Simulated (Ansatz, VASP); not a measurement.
**Ag in VASP and in Ansatz**

```xyz
3
Lattice="1.4730 0.8505 7.2046 -1.4730 0.8505 7.2046 0.0000 -1.7009 7.2046" Properties=species:S:1:pos:R:3 pbc="T T T"
Ag    0.0000   -0.1531    0.2160
Ag    0.0000    0.1531   16.5936
Ag    0.0000    0.0000    4.8044
```

Change from the starting cell: shortest bond scaled by 0.82, PAW files.

Alike in both runs: task electric field gradients; functional PBE; k mesh 12 × 12 × 12; occupations fermi-dirac, width 0.05 eV; no spin polarisation.

|  | VASP | Ansatz |
| --- | --- | --- |
| version | VASP 6.6.1 | Ansatz 0.2.0 |
| potentials or method | VASP PAW PBE potentials, release 64 (Ag) | PAW with Ansatz's default frozen-core files, scalar-relativistic |
| plane-wave cutoff (eV) | 520 | 420 |
| valence electrons in the cell | 33 | 57 |

|  | VASP | Ansatz | Ansatz less VASP |
| --- | --- | --- | --- |
| pressure (GPa) | 6.5 | 6.6 | +0.18 |
| traceless stress, the component that is largest in VASP (GPa) | -5.79 | -5.86 | -0.071 |
| rms of the force components (eV/Å) | 1.618 | 1.636 | +0.0179 |
| size of Vzz on the site where it differs most (V/Å²) | 17.4 | 7.6 | -9.79 |

Atom by atom the forces differ by 0.018 eV/Å (rms over components). VASP's potentials hold 33 valence electrons a cell and Ansatz's 57, so a difference there can come from the potentials and not from the codes.
